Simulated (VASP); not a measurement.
# Si3IrRu (P6_3mc) in VASP: single point with PBE

Aim: the single point of Si3IrRu with PBE.

Program: VASP 6.6.1. These are calculated values, not measurements. Logs are shortened: lines on timing, memory, paths and dates and some standing lists are left out, and cuts for length are marked.

### 1 The cell of the first run

It takes space group P6_3mc (No. 186, hexagonal). Conventional cell: a = 3.740 Å, b = 3.740 Å, c = 12.595 Å, α = 90.00°, β = 90.00°, γ = 120.00°. Si (site symmetry 3m) has 3 Ru at 2.39 Å and 1 Ir at 2.49 Å and 6 Si at 2.58 to 3.26 Å within 3.3 Å. Si (site symmetry 3m) has 3 Ir at 2.41 Å and 1 Ru at 2.44 Å and 6 Si at 2.58 to 3.26 Å within 3.3 Å. Si (site symmetry 3m) has 3 Ir at 2.55 Å and 3 Ru at 2.59 Å and 6 Si at 3.26 Å within 3.4 Å. Ru (site symmetry 3m) has 7 Si at 2.39 to 2.59 Å and 1 Ir at 2.78 Å within 3.2 Å. Within 3.2 Å of Ir (site symmetry 3m) lie 7 Si at 2.41 to 2.55 Å and 1 Ru at 2.78 Å.

### 2 Single point, PBE

INCAR

```
PREC = Accurate
ENCUT = 520
EDIFF = 1E-7
ISMEAR = 0
SIGMA = 0.1
LREAL = False
LASPH = True
NELM = 60
ALGO = Normal
ISIF = 2
LWAVE = False
LCHARG = False
GGA = PE
NBANDS = 46
```

KPOINTS

```
regular mesh
0
Gamma
  12 12 4
```

POSCAR

```
Si3IrRu
1.0
    3.7398575381      0.0000000000      0.0000000000
   -1.8699287690      3.2388116345      0.0000000000
    0.0000000000      0.0000000000     12.5947953747
Si Ru Ir
6 2 2
Direct
    0.6666666667      0.3333333333      0.4429874483
    0.6666666667      0.3333333333      0.0553395185
    0.0000000000      0.0000000000      0.2488262219
    0.3333333333      0.6666666667      0.5553395185
    0.3333333333      0.6666666667      0.9429874483
    0.0000000000      0.0000000000      0.7488262219
    0.3333333333      0.6666666667      0.3618213045
    0.6666666667      0.3333333333      0.8618213045
    0.3333333333      0.6666666667      0.1410255069
    0.6666666667      0.3333333333      0.6410255069
```

Potentials or basis: VASP PAW PBE potentials, release 64 (Si, Ru_pv, Ir).

Launch:

```sh
$ cat potpaw_PBE.64/Si/POTCAR potpaw_PBE.64/Ru_pv/POTCAR potpaw_PBE.64/Ir/POTCAR > POTCAR
$ mpirun -np 1 vasp_std > vasp.out
```

OUTCAR:

```text
PREC = Accurate
   ENCUT = 520
   EDIFF = 1E-7
   ISMEAR = 0
   LREAL = False
   LASPH = True
   NELM = 60
   ISIF = 2
   GGA = PE

 ion  position               nearest neighbor table
   1  0.667  0.333  0.443-   7 2.39   7 2.39   7 2.39  10 2.49   4 2.58   4 2.58   4 2.58
   2  0.667  0.333  0.055-   9 2.41   9 2.41   9 2.41   8 2.44   5 2.58   5 2.58   5 2.58
   3  0.000  0.000  0.249-   9 2.55   9 2.55   9 2.55   7 2.59   7 2.59   7 2.59
   4  0.333  0.667  0.555-  10 2.41  10 2.41  10 2.41   7 2.44   1 2.58   1 2.58   1 2.58
   5  0.333  0.667  0.943-   8 2.39   8 2.39   8 2.39   9 2.49   2 2.58   2 2.58   2 2.58
   6  0.000  0.000  0.749-  10 2.55  10 2.55  10 2.55   8 2.59   8 2.59   8 2.59
   7  0.333  0.667  0.362-   1 2.39   1 2.39   1 2.39   4 2.44   3 2.59   3 2.59   3 2.59   9 2.78

   8  0.667  0.333  0.862-   5 2.39   5 2.39   5 2.39   2 2.44   6 2.59   6 2.59   6 2.59  10 2.78

   9  0.333  0.667  0.141-   2 2.41   2 2.41   2 2.41   5 2.49   3 2.55   3 2.55   3 2.55   7 2.78

  10  0.667  0.333  0.641-   4 2.41   4 2.41   4 2.41   1 2.49   6 2.55   6 2.55   6 2.55   8 2.78

  LATTYP: Found a hexagonal cell.
 ALAT       =     3.7398575381
 C/A-ratio  =     3.3677206274

  Lattice vectors:

 A1 = (   3.7398575381,   0.0000000000,   0.0000000000)
 A2 = (  -1.8699287690,   3.2388116345,   0.0000000000)
 A3 = (   0.0000000000,   0.0000000000,  12.5947953747)

Analysis of symmetry for initial positions (statically):
=====================================================================
 Subroutine PRICEL returns:
 Original cell was already a primitive cell.

 Routine SETGRP: Setting up the symmetry group for a
 hexagonal supercell.

 Subroutine GETGRP returns: Found 12 space group operations
 (whereof  6 operations were pure point group operations)
 out of a pool of 24 trial point group operations.

The static configuration has the point symmetry C_3v.
 The point group associated with its full space group is C_6v.

Analysis of symmetry for dynamics (positions and initial velocities):
=====================================================================
 Subroutine PRICEL returns:
 Original cell was already a primitive cell.

 Routine SETGRP: Setting up the symmetry group for a
 hexagonal supercell.

 Subroutine GETGRP returns: Found 12 space group operations
 (whereof  6 operations were pure point group operations)
 out of a pool of 24 trial point group operations.

The dynamic configuration has the point symmetry C_3v.
 The point group associated with its full space group is C_6v.

 Subroutine INISYM returns: Found 12 space group operations
 (whereof  6 operations are pure point group operations),
 and found     1 'primitive' translations

----------------------------------------------------------------------------------------

                                     Primitive cell

  volume of cell :     152.5569

  direct lattice vectors                    reciprocal lattice vectors
     3.739857538  0.000000000  0.000000000     0.267389864  0.154377610  0.000000000
    -1.869928769  3.238811635  0.000000000     0.000000000  0.308755220  0.000000000
     0.000000000  0.000000000 12.594795375     0.000000000  0.000000000  0.079397876

  length of vectors
     3.739857538  3.739857538 12.594795375     0.308755220  0.308755220  0.079397876

  position of ions in fractional coordinates (direct lattice)
     0.666666667  0.333333333  0.442987448
     0.666666667  0.333333333  0.055339518
     0.000000000  0.000000000  0.248826222
     0.333333333  0.666666667  0.555339518
     0.333333333  0.666666667  0.942987448
     0.000000000  0.000000000  0.748826222
     0.333333333  0.666666667  0.361821304
     0.666666667  0.333333333  0.861821304
     0.333333333  0.666666667  0.141025507
     0.666666667  0.333333333  0.641025507

  ion indices of the primitive-cell ions
   primitive index   ion index
                 1           1
                 2           2
                 3           3
                 4           4
                 5           5
                 6           6
                 7           7
                 8           8
                 9           9
                10          10

----------------------------------------------------------------------------------------

 KPOINTS: regular mesh

Automatic generation of k-mesh.
 Grid dimensions read from file:
 generate k-points for:   12   12    4

 Generating k-lattice:

  Cartesian coordinates                     Fractional coordinates (reciprocal lattice)
     0.022282489  0.012864801  0.000000000     0.083333333  0.000000000  0.000000000
     0.000000000  0.025729602  0.000000000     0.000000000  0.083333333  0.000000000
     0.000000000  0.000000000  0.019849469     0.000000000  0.000000000  0.250000000

  Length of vectors
     0.025729602  0.025729602  0.019849469

  Shift w.r.t. Gamma in fractional coordinates (k-lattice)
     0.000000000  0.000000000  0.000000000

 Subroutine IBZKPT returns following result:
 ===========================================

 Found     57 irreducible k-points:

 Following reciprocal coordinates:
            Coordinates               Weight
  0.000000  0.000000  0.000000      1.000000
  0.083333  0.000000  0.000000      6.000000
  0.166667  0.000000  0.000000      6.000000
  0.250000  0.000000  0.000000      6.000000
  0.333333  0.000000  0.000000      6.000000
  0.416667  0.000000  0.000000      6.000000
[... 16 lines left out ...]
  0.250000  0.000000  0.250000     12.000000
  0.333333  0.000000  0.250000     12.000000
 [... further k-points ...]
   k-points           NKPTS =     57   k-points in BZ     NKDIM =     57   number of bands    NBANDS=     46
   number of dos      NEDOS =    301   number of ions     NIONS =     10
   total plane-waves  NPLWV =  75264
   dimension x,y,z NGX =    28 NGY =   28 NGZ =   96
   dimension x,y,z NGXF=    56 NGYF=   56 NGZF=  192
   ions per type =               6   2   2
   NGX,Y,Z   is equivalent  to a cutoff of  12.45, 12.45, 12.67 a.u.
   NGXF,Y,Z  is equivalent  to a cutoff of  24.89, 24.89, 25.34 a.u.
 SYSTEM =  unknown system
   PREC   = accura    normal or accurate (medium, high low for compatibility)
   ISTART =      0    job   : 0-new  1-cont  2-samecut
   ICHARG =      2    charge: 1-file 2-atom 10-const
   ISPIN  =      1    spin polarized calculation?
   LNONCOLLINEAR =      F non collinear calculations
   LSORBIT =      F    spin-orbit coupling
   LASPH  =      T    aspherical Exc in radial PAW
   ENCUT  =  520.0 eV  38.22 Ry    6.18 a.u.   6.95  6.95 23.42*2*pi/ulx,y,z
   NELM   =     60;   NELMIN=  2; NELMDL= -5     # of ELM steps
   EDIFF  = 0.1E-06   stopping-criterion for ELM
   LREAL  =      F    real-space projection
   EDIFFG = 0.1E-05   stopping-criterion for IOM
   NSW    =      0    number of steps for IOM
   IBRION =     -1    ionic relax: 0-MD 1-quasi-New 2-CG
   NFREE  =      0    steps in history (QN), initial steepest desc. (CG)
   ISIF   =      2    stress and relaxation
   ISYM   =      2    0-nonsym 1-usesym 2-fastsym
   POTIM  = 0.5000    time-step for ionic-motion
   TEBEG  =    0.0;   TEEND  =   0.0 temperature during run
   PSTRESS=    0.0 pullay stress
   NELECT =      70.0000    total number of electrons
   NUPDOWN=      -1.0000    fix difference up-down
   EMIN   =  10.00;   EMAX   =-10.00  energy-range for DOS
   EFERMI =   0.00;   METHOD = LEGACY
   ISMEAR =     0;   SIGMA  =   0.10  broadening in eV -4-tet -1-fermi 0-gaus
   EFERMI_NEDOS =   21; number of points for ismear=-14 and -15
   IALGO  =     38    algorithm
   IMIX   =      4    mixing-type and parameters
     AMIX     =   0.40;   BMIX     =  1.00
     AMIX_MAG =   1.60;   BMIX_MAG =  1.00
  volume/ion in A,a.u.               =      15.26       102.95
  Fermi-wavevector in a.u.,A,eV,Ry     =   1.262690  2.386139 21.692954  1.594387
  Thomas-Fermi vector in A             =   2.396086
   LORBIT       =      0    0 simple, 1 ext, 2 COOP (PROOUT), +10 PAW based schemes
   GGA     = PE    functional components
   LHFCALC =     F    Hartree Fock is set to
   AEXX    =    0.0000 exact exchange contribution
   IVDW    =     0    specifies the selected vdW correction
   LEPSILON=     F    determine dielectric tensor
   LRPA    =     F    only Hartree local field effects (RPA)
 non-spin polarized calculation
 Gauss-broadening in eV      SIGMA  =   0.10
  energy-cutoff  :      520.00
  volume of cell :      152.56
 maximum number of plane-waves:      4140
 NGX is ok and might be reduce to    28
   NGX = 13   NGY = 13   NGZ = 47

 number of electron      70.0000006 magnetization

 Free energy of the ion-electron system (eV)
  ---------------------------------------------------
  ext. energy  EPLUGINS =         0.00000000
  ---------------------------------------------------
  free energy    TOTEN  =       -72.88701001 eV

  energy without entropy =      -72.86187574  energy(sigma->0) =      -72.87444287

 E-fermi :   9.2132     XC(G=0): -11.7432

 val. band max:        9.1816062388   @ k =   0.3333   0.2500   0.0000
 cond. band min:       9.2134177181   @ k =   0.3333   0.0833   0.0000
 fundamental gap:      0.0318114793
 Fermi energy:         9.2131559090

 k-point     1 :       0.0000    0.0000    0.0000
  band No.  band energies     occupation
      1     -33.1586      2.00000
      2     -33.1584      2.00000
      3     -33.0244      2.00000
      4     -33.0244      2.00000
      5     -33.0244      2.00000
      6     -33.0244      2.00000
[... 38 lines left out ...]
     45      14.0360      0.00000
     46      14.3655      0.00000

 k-point     2 :       0.0833    0.0000    0.0000
  band No.  band energies     occupation
      1     -33.1583      2.00000
      2     -33.1582      2.00000
      3     -33.0262      2.00000
      4     -33.0262      2.00000
      5     -33.0249      2.00000
      6     -33.0249      2.00000
[... 1070 lines left out ...]
 k-point    24 :       0.3333    0.0000    0.2500
  band No.  band energies     occupation
      1     -33.1559      2.00000
      2     -33.1559      2.00000
      3     -33.0448      2.00000
      4     -33.0448      2.00000
      5     -33.0295      2.00000
      6     -33.0295      2.00000
[... 38 lines left out ...]
     45      13.3297      0.00000
     46      14.0075      0.00000

 [... further k-points ...]

------------------------ aborting loop because EDIFF is reached ----------------------------------------

  FORCE on cell =-STRESS in cart. coord.  units (eV):
  Direction    XX          YY          ZZ          XY          YZ          ZX
  --------------------------------------------------------------------------------------
  -------------------------------------------------------------------------------------
  Total        0.1003992      0.1003992      0.1325183      0.0000000      0.0000000      0.0000000
  in kB        1.0544092      1.0544092      1.3917285      0.0000000      0.0000000      0.0000000
  external PRESSURE =       1.1668490 kB  Pullay stress =       0.0000000 kB

 VOLUME and BASIS-vectors are now :
 -----------------------------------------------------------------------------
  energy-cutoff  :      520.00
  volume of cell :      152.56
      direct lattice vectors                 reciprocal lattice vectors
     3.739857538  0.000000000  0.000000000     0.267389864  0.154377610  0.000000000
    -1.869928769  3.238811635  0.000000000     0.000000000  0.308755220  0.000000000
     0.000000000  0.000000000 12.594795375     0.000000000  0.000000000  0.079397876

 POSITION                                       TOTAL-FORCE (eV/Angst)
 -----------------------------------------------------------------------------------
      1.86993      1.07960      5.57934         0.000000      0.000000     -0.009557
      1.86993      1.07960      0.69699        -0.000000      0.000000     -0.011449
      0.00000      0.00000      3.13392         0.000000     -0.000000      0.003020
     -0.00000      2.15921      6.99439         0.000000     -0.000000     -0.011449
     -0.00000      2.15921     11.87673        -0.000000      0.000000     -0.009557
      0.00000      0.00000      9.43131         0.000000     -0.000000      0.003020
     -0.00000      2.15921      4.55707         0.000000      0.000000      0.001984
      1.86993      1.07960     10.85446        -0.000000      0.000000      0.001984
     -0.00000      2.15921      1.77619        -0.000000     -0.000000      0.016003
      1.86993      1.07960      8.07359         0.000000      0.000000      0.016003
 -----------------------------------------------------------------------------------
    total drift:                               -0.000000     -0.000000      0.000420

  FREE ENERGIE OF THE ION-ELECTRON SYSTEM (eV)
  ---------------------------------------------------
  free  energy   TOTEN  =       -72.8870100061 eV

  energy  without entropy=      -72.8618757366  energy(sigma->0) =      -72.87444287
```

Wall time 3.9 min (1 thread of Intel Xeon 6975P-C (Granite Rapids), shared host); peak memory 0.48 GiB.

Results:

- Free energy: -72.8870 eV
- Pressure: 0.1 GPa
- Largest force: 0.016 eV/Å
- Band gap on the k mesh: zero (bands 35 and 36 overlap by 2.49 eV)

Forces in eV/Å, atoms in the order of the input:
```
Si   0.000  0.000 -0.010
Si   0.000  0.000 -0.011
Si   0.000  0.000  0.003
Si   0.000  0.000 -0.011
Si   0.000  0.000 -0.010
Si   0.000  0.000  0.003
Ru   0.000  0.000  0.002
Ru   0.000  0.000  0.002
Ir   0.000  0.000  0.016
Ir   0.000  0.000  0.016
```

Caveat: spin-orbit coupling is left out, which moves the levels of the heavy elements.

The gap in the log of VASP goes by the Fermi energy; the results here count the filled bands.